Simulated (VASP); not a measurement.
Set up this calculation in VASP 6.6.1, as the native input.

| Item | Value |
| --- | --- |
| Task | single point |
| Functional | PBEsol |
| Potentials or basis | VASP PAW PBE potentials, release 64 (Mg, O) |
| Cutoff | 520 eV |
| k mesh | 9 × 9 × 6 |
| Occupations | gaussian, width 0.05 eV |
| Spin | no spin polarisation |
| Dipole correction | no |
| Further INCAR settings | ALGO = Normal; EDIFF = 1e-06; NBANDS = 16 |

The structure of MgO lies in POSCAR:

```
MgO
1.0
    3.5347000000      0.0000000000      0.0000000000
   -1.7673500000      3.0611399948      0.0000000000
    0.0000000000      0.0000000000      5.1198000000
Mg O
2 2
Direct
    0.3333333333      0.6666666667      0.0036583380
    0.6666666667      0.3333333333      0.5036583380
    0.3333333333      0.6666666667      0.4009416620
    0.6666666667      0.3333333333      0.9009416620
```

The input as run:

INCAR

```
  PREC = Accurate
  ENCUT = 520
  EDIFF = 1E-6
  ISMEAR = 0
  SIGMA = 0.05
  LREAL = False
  LASPH = True
  NELM = 100
  ALGO = Normal
  ISIF = 2
  LWAVE = False
  LCHARG = False
  GGA = PS
  NBANDS = 16
```

KPOINTS

```
Automatic mesh
0
Gamma
  9 9 6
```

Potentials or basis: VASP PAW PBE potentials, release 64 (Mg, O).

The run is started by

```console
$ cat potpaw_PBE.64/Mg/POTCAR potpaw_PBE.64/O/POTCAR > POTCAR
$ mpirun -np 1 vasp_std > vasp.out
```

Results of the run:

```
Pressure               : -14.1 GPa
Largest force          : 0.147 eV/Å
Band gap on the k mesh : 2.53 eV, direct
```

Caveat: the PAW data sets were made with another functional, which shifts forces and pressure a little.

Run time: 18 s on 1 thread of AMD EPYC 9R45 96-Core Processor (Zen 5), on a shared host, peak memory 0.17 GiB.
